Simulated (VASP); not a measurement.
Write the native input for VASP 6.6.1 that does the following.

| Quantity | Value |
| --- | --- |
| Task | single point |
| Functional | PBE |
| Potentials or basis | VASP PAW PBE potentials, release 64 (Mo_sv, Se) |
| Cutoff | 500 eV |
| k mesh | 8 × 6 × 6 |
| Occupations | gaussian, width 0.2 eV |
| Spin | no spin polarisation |
| Dipole correction | no |
| Further INCAR settings | ALGO = Normal; EDIFF = 1e-06; NBANDS = 24 |

The structure of MoSe3 lies in POSCAR:

```
MoSe3
1.0
    0.0000000000      0.0000000000      3.0055611715
    6.6906103689      0.0000000000      0.0000000000
   -3.3453051845      5.7942385463      0.0000000000
Mo Se
1 3
Direct
    0.0000000000      0.0000000000      0.0000000000
    0.5000000000      0.2992033493      0.0000000000
    0.5000000000      1.0000000000      0.2992033493
    0.5000000000      0.7007966507      0.7007966507
```

The input as run:

INCAR

```
  PREC = Accurate
  ENCUT = 500
  EDIFF = 1E-6
  ISMEAR = 0
  SIGMA = 0.2
  LREAL = F
  LASPH = T
  NELM = 120
  ALGO = Normal
  ISIF = 2
  LWAVE = F
  LCHARG = T
  GGA = PE
  LELF = T
  LVHAR = T
  NBANDS = 24
  GGA_COMPAT = F
```

KPOINTS

```
regular mesh
0
Gamma
  8 6 6
```

Potentials or basis: VASP PAW PBE potentials, release 64 (Mo_sv, Se).

Command:

```console
$ cat potpaw_PBE.64/Mo_sv/POTCAR potpaw_PBE.64/Se/POTCAR > POTCAR
$ mpirun -np 1 vasp_std > vasp.out
```

Results of the run:

* Pressure: 0.2 GPa
* Largest force: 0.032 eV/Å
* Band gap on the k mesh: zero (bands 16 and 17 overlap by 0.05 eV)

It took 56 s on 1 thread of AMD EPYC 9R45 96-Core Processor (Zen 5), on a shared host, peak memory 0.24 GiB.
